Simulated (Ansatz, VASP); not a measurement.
# One calculation of O, two programs

```xyz
2
Lattice="0.0000 2.1075 3.3449 1.4784 0.0000 3.3449 1.4784 2.1075 0.0000" Properties=species:S:1:pos:R:3 pbc="T T T"
O     1.4784    2.1075    0.5827
O     1.4784    2.1075    6.1070
```

Alike in both runs: task single point; functional PBEsol; k mesh 8 × 8 × 8; occupations gaussian, width 0.1 eV; no spin polarisation.

```csv
,VASP,Ansatz
version,VASP 6.6.1,Ansatz 0.2.0
potentials or method,"VASP PAW PBE potentials, release 64 (O), cutoff 520 eV","scalar-relativistic, plane waves, PAW"
valence electrons in the cell,12,12
```

|  | VASP | Ansatz | Ansatz less VASP |
| --- | --- | --- | --- |
| gap on the k mesh at the Fermi level (eV) | none | none | - |
| pressure (GPa) | 13.6 | 7.8 | -5.76 |
| traceless stress, the component that is largest in VASP (GPa) | 42.27 | 29.81 | -12.464 |
| rms of the force components (eV/Å) | 3.126 | 1.901 | -1.2255 |

VASP's potentials were made for PBE, not for PBEsol. Atom by atom the forces differ by 1.225 eV/Å (rms over components). A gap of «none» marks a metal or a gap that the smearing closes. One of these differences is far larger than is usual between the two programs; its cause wasn't traced.

Noted on VASP's run: the standard files for N, O and F lose accuracy on very short bonds; spin is off for a triplet molecule.
